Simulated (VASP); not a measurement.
# Mg8HO8 (a cell with a defect): single point with PBE

Crystal: Mg8HO8 (a cell with a defect).

```
Mg O H
1.0
     0.00000    4.22020    4.22020
     4.22020    0.00000    4.22020
     4.22020    4.22020    0.00000
Mg O H
8 8 1
Direct
  0.98108 0.01676 0.98035
  0.98107 0.01677 0.52190
  0.99943 0.50324 0.99870
  0.99013 0.50907 0.50044
  0.52265 0.01679 0.98032
  0.49756 0.00887 0.49682
  0.50118 0.50907 0.98940
  0.50118 0.50907 0.50044
  0.24803 0.25357 0.24730
  0.24804 0.25357 0.75116
  0.24789 0.75790 0.24715
  0.24495 0.75964 0.74775
  0.75188 0.25357 0.24731
  0.74444 0.26826 0.74369
  0.74848 0.75964 0.24421
  0.74848 0.75964 0.74775
  0.18069 0.95965 0.17989
```

```yaml
Program: VASP 6.6.1
Task: single point
Functional: PBE
Potentials_or_basis: VASP PAW PBE potentials, release 64 (Mg, O, H)
Cutoff: 520 eV
k_mesh: 3 × 3 × 3
Occupations: gaussian, width 0.02 eV
Spin: no spin polarisation
```

```json
{"Largest force": "0.135 eV/Å"}
```

Forces in eV/Å, atoms in the order of the input:
```
Mg  -0.006 -0.026 -0.005
Mg   0.026  0.005 -0.006
Mg   0.005 -0.005  0.005
Mg   0.002 -0.003 -0.013
Mg  -0.006  0.006  0.026
Mg  -0.006  0.006 -0.006
Mg  -0.013 -0.003  0.002
Mg   0.003  0.013  0.002
O   -0.002 -0.003 -0.003
O    0.004  0.002 -0.002
O   -0.078  0.078 -0.078
O   -0.002  0.002 -0.001
O   -0.003  0.003  0.004
O    0.005 -0.005  0.004
O   -0.002  0.002  0.000
O   -0.001  0.001 -0.001
H    0.074 -0.074  0.073
```

Levels at points of the mesh, in eV from the Fermi level:
| k point | band 29 | band 30 | band 31 | band 32 | band 33 | band 34 | band 35 | band 36 |
| --- | --- | --- | --- | --- | --- | --- | --- | --- |
| (0.00, 0.00, 0.00) | -0.51 | -0.17 | -0.12 | -0.12 | 4.06 | 6.32 | 7.67 | 7.85 |

Wall time 5 min on 1 thread of AMD EPYC 9R45 (Zen 5), with other jobs on the host, peak memory 0.31 GiB.

Caveat: the k points lie up to 0.43 Å⁻¹ apart; the cell carries a net charge on a neutralising background, which shifts energy and pressure; the cell is charged against a uniform background, so pressure and absolute levels hang on convention.
